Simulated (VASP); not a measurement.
# Tl (P6_3/mmc) in VASP: a series of runs, part 2 of 2

VASP 6.6.1.

## Step 5: Single point, PBE

Input file INCAR:

```
ALGO = Normal
EDIFF = 1E-6
ENCUT = 520
GGA = PE
ISIF = 2
ISMEAR = 0
LASPH = True
LCHARG = True
LELF = True
LREAL = False
LVHAR = True
LWAVE = False
NBANDS = 20
NELM = 60
PREC = Accurate
SIGMA = 1.0
```

Input file KPOINTS:

```
k-points
0
Gamma
  10 10 6
```

Input file POSCAR:

```
Tl
1.0
    3.5902820628      0.0000000000      0.0000000000
   -1.7951410314      3.1092754731      0.0000000000
    0.0000000000      0.0000000000      5.6419406004
Tl
2
Direct
    0.3333333333      0.6666666667      0.2500000000
    0.6666666667      0.3333333333      0.7500000000
```

Potentials or basis: VASP PAW PBE potentials, release 64 (Tl_d).

Launch:

```sh
$ cat potpaw_PBE.64/Tl_d/POTCAR > POTCAR
$ mpirun -np 1 vasp_std > vasp.out
```

OUTCAR:

```text
EDIFF = 1E-6
   ENCUT = 520
   GGA = PE
   ISIF = 2
   ISMEAR = 0
   LASPH = True
   LREAL = False
   NELM = 60
   PREC = Accurate

 ion  position               nearest neighbor table
   1  0.333  0.667  0.250-   2 3.50   2 3.50   2 3.50   2 3.50   2 3.50   2 3.50
   2  0.667  0.333  0.750-   1 3.50   1 3.50   1 3.50   1 3.50   1 3.50   1 3.50

  LATTYP: Found a hexagonal cell.
 ALAT       =     3.5902820628
 C/A-ratio  =     1.5714477308

  Lattice vectors:

 A1 = (   3.5902820628,   0.0000000000,   0.0000000000)
 A2 = (  -1.7951410314,   3.1092754731,   0.0000000000)
 A3 = (   0.0000000000,   0.0000000000,   5.6419406004)

Analysis of symmetry for initial positions (statically):
=====================================================================
 Subroutine PRICEL returns:
 Original cell was already a primitive cell.

 Routine SETGRP: Setting up the symmetry group for a
 hexagonal supercell.

 Subroutine GETGRP returns: Found 24 space group operations
 (whereof 12 operations were pure point group operations)
 out of a pool of 24 trial point group operations.

The static configuration has the point symmetry D_3d.
 The point group associated with its full space group is D_6h.

Analysis of symmetry for dynamics (positions and initial velocities):
=====================================================================
 Subroutine PRICEL returns:
 Original cell was already a primitive cell.

 Routine SETGRP: Setting up the symmetry group for a
 hexagonal supercell.

 Subroutine GETGRP returns: Found 24 space group operations
 (whereof 12 operations were pure point group operations)
 out of a pool of 24 trial point group operations.

The dynamic configuration has the point symmetry D_3d.
 The point group associated with its full space group is D_6h.
[... 105 lines left out ...]
   ISIF   =      2    stress and relaxation
   ISYM   =      2    0-nonsym 1-usesym 2-fastsym
   POTIM  = 0.5000    time-step for ionic-motion
   TEBEG  =    0.0;   TEEND  =   0.0 temperature during run
   PSTRESS=    0.0 pullay stress
   NELECT =      26.0000    total number of electrons
   NUPDOWN=      -1.0000    fix difference up-down
   EMIN   =  10.00;   EMAX   =-10.00  energy-range for DOS
   EFERMI =   0.00;   METHOD = LEGACY
   ISMEAR =     0;   SIGMA  =   1.00  broadening in eV -4-tet -1-fermi 0-gaus
   EFERMI_NEDOS =   21; number of points for ismear=-14 and -15
   IALGO  =     38    algorithm
   IMIX   =      4    mixing-type and parameters
     AMIX     =   0.40;   BMIX     =  1.00
     AMIX_MAG =   1.60;   BMIX_MAG =  1.00
  volume/ion in A,a.u.               =      31.49       212.51
  Fermi-wavevector in a.u.,A,eV,Ry     =   1.218972  2.303524 20.216810  1.485894
  Thomas-Fermi vector in A             =   2.354240
   LORBIT       =      0    0 simple, 1 ext, 2 COOP (PROOUT), +10 PAW based schemes
   GGA     = PE    functional components
   LHFCALC =     F    Hartree Fock is set to
   AEXX    =    0.0000 exact exchange contribution
   IVDW    =     0    specifies the selected vdW correction
   LEPSILON=     F    determine dielectric tensor
   LRPA    =     F    only Hartree local field effects (RPA)
 non-spin polarized calculation
 Gauss-broadening in eV      SIGMA  =   1.00
  energy-cutoff  :      520.00
  volume of cell :       62.98
 maximum number of plane-waves:      1731
 NGX is ok and might be reduce to    28
   NGX = 13   NGY = 13   NGZ = 21

 number of electron      26.0000008 magnetization

 Free energy of the ion-electron system (eV)
  ---------------------------------------------------
  ext. energy  EPLUGINS =         0.00000000
  ---------------------------------------------------
  free energy    TOTEN  =        -4.71156987 eV

  energy without entropy =       -4.18333009  energy(sigma->0) =       -4.44744998

 E-fermi :   5.6742     XC(G=0):  -9.7135

 val. band max:        5.6728605547   @ k =   0.3000   0.1000   0.5000
 cond. band min:       5.6936516616   @ k =   0.3000   0.2000   0.3333
 fundamental gap:      0.0207911069
 Fermi energy:         5.6742013463

 k-point     1 :       0.0000    0.0000    0.0000
  band No.  band energies     occupation
      1      -6.0072      2.00000
      2      -5.8412      2.00000
      3      -5.8358      2.00000
      4      -5.8358      2.00000
      5      -5.7933      2.00000
      6      -5.7933      2.00000
[... 541 lines left out ...]
     19      14.5343      0.00000
     20      14.7659      0.00000

 [... further k-points ...]
[... 5 lines left out ...]
  --------------------------------------------------------------------------------------
  -------------------------------------------------------------------------------------
  Total        0.1946644      0.1946644      0.3447122      0.0000000      0.0000000      0.0000000
  in kB        4.9520016      4.9520016      8.7690168      0.0000000      0.0000000      0.0000000
  external PRESSURE =       6.2243400 kB  Pullay stress =       0.0000000 kB

 VOLUME and BASIS-vectors are now :
 -----------------------------------------------------------------------------
  energy-cutoff  :      520.00
  volume of cell :       62.98
      direct lattice vectors                 reciprocal lattice vectors
     3.590282063  0.000000000  0.000000000     0.278529648  0.160809167  0.000000000
    -1.795141031  3.109275473  0.000000000     0.000000000  0.321618335  0.000000000
     0.000000000  0.000000000  5.641940600     0.000000000  0.000000000  0.177243979

 POSITION                                       TOTAL-FORCE (eV/Angst)
 -----------------------------------------------------------------------------------
     -0.00000      2.07285      1.41049        -0.000000      0.000000      0.000000
      1.79514      1.03643      4.23146         0.000000     -0.000000      0.000000
 -----------------------------------------------------------------------------------
    total drift:                               -0.000000      0.000000      0.000000

  FREE ENERGIE OF THE ION-ELECTRON SYSTEM (eV)
  ---------------------------------------------------
  free  energy   TOTEN  =        -4.7115698662 eV

  energy  without entropy=       -4.1833300887  energy(sigma->0) =       -4.44744998
```

stdout:

```text
POSCAR found type information on POSCAR Tl
 POSCAR found :  1 types and       2 ions
 scaLAPACK will be used
 LDA part: xc-table for (Slater+PW92), standard interpolation
 POSCAR, INCAR and KPOINTS ok, starting setup
 FFT: planning ... GRIDC
 FFT: planning ... GRID_SOFT
 FFT: planning ... GRID
 WAVECAR not read
 entering main loop
```

Run time: 37 s. Hardware: 1 thread of Intel Xeon Platinum 8259CL at 2.50GHz (Skylake/Cascade Lake), shared host; peak memory 0.2 GiB.

What came out:

```
Free energy            : -4.7116 eV
Pressure               : 0.6 GPa
Band gap on the k mesh : zero (bands 13 and 14 overlap by 5.27 eV)
```

Stress tensor (GPa, compression positive):
```
0.50 0.00 0.00
0.00 0.50 0.00
0.00 0.00 0.88
```

Levels at points of the mesh, in eV from the Fermi level:
```csv
k point,band 9,band 10,band 11,band 12,band 13,band 14,band 15,band 16,band 17,band 18
"(0.00, 0.00, 0.00)",-11.16,-11.16,-9.48,-5.06,-2.47,7.10,7.10,9.03,9.03,9.87
"(0.50, 0.00, 0.00)",-11.13,-11.11,-5.83,-4.69,-0.77,0.58,1.28,3.50,3.56,7.53
"(0.00, 0.00, 0.50)",-11.24,-11.24,-8.16,-8.16,3.19,3.19,8.02,8.02,8.02,8.02
"(0.50, 0.00, 0.50)",-11.14,-11.14,-4.88,-4.88,-2.03,-2.03,5.05,5.05,5.70,5.70
```

Caveat: so wide a smearing shifts energies and pressures; spin-orbit coupling is left out, which moves the levels of the heavy elements.

## Step 6: Single point, PBE

Input file INCAR:

```
PREC = Accurate ; ENCUT = 520
EDIFF = 1E-6 ; ISMEAR = 1
SIGMA = 0.01 ; LREAL = False
LASPH = True ; NELM = 80
ALGO = Normal ; ISIF = 2
LWAVE = False ; LCHARG = False
GGA = PE ; NBANDS = 20
```

Input file KPOINTS:

```
Automatic mesh
0
Gamma
  10 10 6
```

POSCAR is that of step 5.

Potentials or basis: VASP PAW PBE potentials, release 64 (Tl_d).

Launch:

```sh
$ cat potpaw_PBE.64/Tl_d/POTCAR > POTCAR
$ mpirun -np 1 vasp_std > vasp.out
```

Wall time 34 s (1 thread of Intel Xeon Platinum 8259CL at 2.50GHz (Skylake/Cascade Lake), shared host); peak memory 0.2 GiB.

The run converged. Its results:

| Property | Result |
| --- | --- |
| Free energy | -4.4524 eV |
| Pressure | -0.1 GPa |
| Band gap on the k mesh | zero (bands 13 and 14 overlap by 5.28 eV) |

Stress tensor (GPa, compression positive):
```
-0.13  0.00  0.00
 0.00 -0.13  0.00
 0.00  0.00  0.07
```

Levels at points of the mesh, in eV from the Fermi level:
| k point | band 11 | band 12 | band 13 | band 14 | band 15 | band 16 |
| --- | --- | --- | --- | --- | --- | --- |
| (0.00, 0.00, 0.00) | -9.49 | -5.07 | -2.48 | 7.09 | 7.09 | 9.02 |
| (0.50, 0.00, 0.00) | -5.84 | -4.70 | -0.78 | 0.57 | 1.27 | 3.49 |
| (0.00, 0.00, 0.50) | -8.17 | -8.17 | 3.19 | 3.19 | 8.01 | 8.01 |
| (0.50, 0.00, 0.50) | -4.89 | -4.89 | -2.04 | -2.04 | 5.04 | 5.04 |

Caveat: spin-orbit coupling is left out, which moves the levels of the heavy elements.

## Step 7: The runs side by side

```csv
smearing,gap on the mesh (eV),pressure (GPa)
gaussian 0.2 eV,none,-0.1
gaussian 0.3 eV,none,-0.1
gaussian 0.6 eV,none,0.1
gaussian 1 eV,none,0.6
methfessel-paxton 0.01 eV,none,-0.1
```

Alike in all rows: task single point; level PBE; potentials or basis VASP PAW PBE potentials, release 64 (Tl_d); no spin polarisation; cell as given; k mesh 10 × 10 × 6; cutoff (eV) 520.

Caveats: spin-orbit coupling is left out, which moves the levels of the heavy elements; so wide a smearing shifts energies and pressures (at least some runs).

Absolute energies hang on the potentials; compare differences alone.
